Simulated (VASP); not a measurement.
**Pt: relaxation of cell and atoms with r2SCAN**

Crystal: Pt.

```xyz
1
Lattice="2.7731 0.0000 0.0000 1.3866 2.4016 0.0000 1.3866 0.8005 2.2643" Properties=species:S:1:pos:R:3 pbc="T T T"
Pt    0.0000    0.0000    0.0000
```

```yaml
Program: VASP 6.6.1
Task: relaxation of cell and atoms
Functional: r2SCAN
Potentials_or_basis: VASP PAW PBE potentials, release 64 (Pt)
Cutoff: 600 eV
k_mesh: 11 × 11 × 11
Occupations: gaussian, width 0.05 eV
Spin: no spin polarisation
Dipole_correction: no
Further_INCAR_settings: ALGO = Normal; EDIFF = 1e-06; IBRION = 2; EDIFFG = -0.02; NSW = 80; ISIF = 3
```

```yaml
Relaxed_volume: 15.31 Å³/atom
Relaxed_cell: a = 2.787 Å, b = 2.787 Å, c = 2.787 Å, α = 60.00°, β = 60.00°, γ = 60.00°
Space_group_after_relaxing_to_0.05_Å: Fm-3m (No. 225)
Energy_gained_by_relaxing: 3.0 meV/atom
Ionic_steps: 3
Pressure_after_relaxing: -0.1 GPa
Band_gap_on_the_k_mesh: zero (band 5 reaches 11.12 eV, above the bottom of band 6 at 8.92 eV)
```

Step by step:
```tsv
step	energy change (eV)	largest force (eV/Å)	pressure (GPa)	volume (Å³)
1	0.0000	0.0000	4.35	15.08
2	0.0209	0.0000	-10.70	15.99
3	-0.0030	0.0000	-0.06	15.31
```

Final structure:
```yaml
crystal:
  lattice:
    - [2.78732, 0.00000, 0.00000]
    - [1.39366, 2.41389, 0.00000]
    - [1.39366, 0.80463, 2.27584]
  atoms:
    - { symbol: Pt, position: [0.00000, 0.00000, 0.00000] }
```

Levels at points of the mesh, in eV from the Fermi level:
```tsv
k point	band 1	band 2	band 3	band 4	band 5	band 6	band 7	band 8	band 9
(0.00, 0.00, 0.00)	-10.25	-3.77	-3.77	-3.77	-1.66	-1.66	15.59	20.68	20.68
```

Wall time 74 s on 1 thread of Intel Xeon 6975P-C (shared host), peak memory 0.16 GiB.

Caveat: the PAW data sets were made with another functional, which shifts forces and pressure a little; spin-orbit coupling is left out, which moves the levels of the heavy elements. Zero-point motion and thermal expansion aren't in these numbers.
